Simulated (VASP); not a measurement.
A run of VASP 6.6.1 is set up as follows.

File INCAR:

```
SYSTEM = Ni3Pt
  PREC = Accurate
  ENCUT = 520
  EDIFF = 1E-6
  ISMEAR = -1
  SIGMA = 0.05
  LREAL = .FALSE.
  LASPH = .TRUE.
  NELM = 150
  ALGO = Fast
  ISIF = 2
  LWAVE = .FALSE.
  LCHARG = .FALSE.
  ISPIN = 2
  MAGMOM = 0 1 1 1
  LORBIT = 11
  LMAXMIX = 4
  GGA = PS
  NBANDS = 32
```

Contents of KPOINTS:

```
Automatic mesh
0
G
  10 10 10
  0 0 0
```

File POSCAR:

```
Ni3Pt
1.0
   -1.8026874996      1.8026874996      3.5792010753
    1.8026874996     -1.8026874996      3.5792010753
    1.8026874996      1.8026874996     -3.5792010753
Pt Ni
1 3
Direct
    0.0000000000      0.0000000000      0.0000000000
    0.5000000000      0.5000000000      0.0000000000
    0.2500000000      0.7500000000      0.5000000000
    0.7500000000      0.2500000000      0.5000000000
```

Potentials or basis: VASP PAW PBE potentials, release 64 (Pt, Ni).

Run with:

```console
$ cat potpaw_PBE.64/Pt/POTCAR potpaw_PBE.64/Ni/POTCAR > POTCAR
$ mpirun -np 1 vasp_std > vasp.out
```

Task: Estimate the site moments.

Result: Pt +0.36; Ni +0.63, +0.67 (each value once) μB.

Task: What does it give for the net moment?

Result: 2.30 μB per cell.

Task: Estimate the pressure.

Result: 0.2 GPa.

Stress tensor (GPa, compression positive):
```
0.05 0.00 0.00
0.00 0.05 0.00
0.00 0.00 0.48
```

Caveat: the PAW data sets were made with another functional, which shifts forces and pressure a little.
